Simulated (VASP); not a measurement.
BN: single point with r2SCAN

Crystal: BN.

```
CELL_PARAMETERS angstrom
0.00000 1.82954 1.75636
1.82954 0.00000 1.75636
1.82954 1.82954 0.00000
ATOMIC_POSITIONS crystal
B 0.00000 0.00000 0.00000
N 0.75000 0.75000 0.75000
```

This cell differs from its parent crystal: ratio of the length along z to the lengths across it x 0.96, volume and fractional coordinates fixed.

```
Program                : VASP 6.6.1
Task                   : single point
Functional             : r2SCAN
Potentials or basis    : VASP PAW PBE potentials, release 64 (B, N)
Cutoff                 : 520 eV
k mesh                 : 12 × 12 × 12
Occupations            : gaussian, width 0.05 eV
Spin                   : no spin polarisation
Dipole correction      : no
Further INCAR settings : ALGO = Normal; EDIFF = 1e-06; NBANDS = 11
```

| Property | Result |
| --- | --- |
| Pressure | 1.1 GPa |
| Band gap on the k mesh | 4.26 eV, indirect (least direct gap 9.11 eV) |

Stress tensor (GPa, compression positive):
```
-7.15  0.00  0.00
 0.00 -7.15  0.00
 0.00  0.00 17.70
```

Levels at points of the mesh, in eV from the valence-band top:
```csv
k point,band 2,band 3,band 4,band 5,band 6,band 7
"(0.00, 0.00, 0.00)",-0.38,-0.38,0.00,9.11,9.40,9.40
"(0.50, 0.00, 0.00)",-11.38,-2.60,-1.96,10.17,10.99,11.90
"(0.50, 0.50, 0.00)",-9.19,-5.75,-5.75,4.26,8.92,19.13
"(0.50, 0.00, 0.50)",-9.80,-5.19,-5.16,4.98,9.93,18.66
```

Wall time 47 s on 1 thread of AMD EPYC 9R45 96-Core Processor (Zen 5), on a shared host, peak memory 0.1 GiB.

Caveat: the PAW data sets were made with another functional, which shifts forces and pressure a little. A k mesh can miss the band edges.
